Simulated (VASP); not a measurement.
Input of a VASP 6.6.1 run:

The input INCAR:

```
SYSTEM = ScB2
ALGO = Normal
EDIFF = 1E-6
ENCUT = 520
GGA = PS
ISIF = 2
ISMEAR = -1
LASPH = .TRUE.
LCHARG = .FALSE.
LREAL = .FALSE.
LWAVE = .FALSE.
NBANDS = 16
NELM = 60
PREC = Accurate
SIGMA = 0.05
```

The input KPOINTS:

```
k-points
0
G
  16 16 12
  0 0 0
```

Contents of POSCAR:

```
ScB2
1.0
    3.1080503942      0.0000000000      0.0000000000
   -1.5540251971      2.6916505976      0.0000000000
    0.0000000000      0.0000000000      3.4572094349
Sc B
1 2
Direct
    0.0000000000      0.0000000000      0.0000000000
    0.3333333333      0.6666666667      0.5000000000
    0.6666666667      0.3333333333      0.5000000000
```

Potentials or basis: VASP PAW PBE potentials, release 64 (Sc_sv, B).

Command:

```bash
$ cat potpaw_PBE.64/Sc_sv/POTCAR potpaw_PBE.64/B/POTCAR > POTCAR
$ mpirun -np 1 vasp_std > vasp.out
```

(1) Predict the pressure.

Results:

(1) 4.6 GPa.

Caveat: the PAW data sets were made with another functional, which shifts forces and pressure a little.
